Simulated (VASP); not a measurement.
A run of VASP 6.6.1 is set up as follows.

Contents of INCAR:

```
PREC = Accurate ; ENCUT = 520
EDIFF = 1E-6 ; ISMEAR = -1
SIGMA = 0.1379 ; LREAL = Auto
LASPH = True ; NELM = 60
ALGO = Normal ; ISIF = 2
LWAVE = False ; LCHARG = True
GGA = PE ; LELF = True
LVHAR = True ; ISYM = 0
NBANDS = 64
```

File KPOINTS:

```
Automatic mesh
0
Gamma
  1 1 1
  0.25 0.25 0.25
```

File POSCAR:

```
Si3N4
1.0
    6.4521200000      0.2464290000      0.2758340000
    0.2464290000      6.2576870000      0.2386670000
    0.2758340000      0.2386670000      5.9735200000
Si N
9 12
Direct
    0.1476479685      0.6339448333      0.6658939718
    0.5227666781      0.8997229552      0.5032513489
    0.1661629902      0.2491434668      0.3907359938
    0.8345712818      0.5247757295      0.2893913833
    0.7282640681      0.2078104400      0.7163450553
    0.5890184562      0.5556375875      0.8248005074
    1.0093854690      0.1620662911      0.9108340297
    0.4549010098      0.0995839181      0.0980580026
    0.1825117658      0.7849843009      0.1467306046
    0.1340550238      0.3568655314      0.6904438322
    1.0011107964      0.2956183701      0.2162680053
    0.6955745499      0.9315619916      0.6671173418
    0.2441911524      0.0349135304     -0.0063927014
    0.4033203459      0.1318489559      0.3627048275
    0.0868130481      0.6695805195      0.3822289430
    0.7037529336      0.4412019162      0.5725859586
    0.5536394425      0.8040222081      0.1912617434
    0.6037524418      0.6038757713      0.1312176623
    0.5467463017      0.3057844788      0.9206228683
    0.3855631257      0.7286558877      0.6706733159
    0.0487409387      0.6769295135      0.9897422049
```

Potentials or basis: VASP PAW PBE potentials, release 64 (Si, N).

Launch:

```bash
$ cat potpaw_PBE.64/Si/POTCAR potpaw_PBE.64/N/POTCAR > POTCAR
$ mpirun -np 1 vasp_std > vasp.out
```

(1) Estimate the largest force.

(2) Predict the band gap on the k mesh.

(3) Estimate the pressure.

Answers

(1) 7.613 eV/Å.

(2) 1.75 eV.

(3) 7.2 GPa.

Caveat: the k points lie up to 1.06 Å⁻¹ apart.
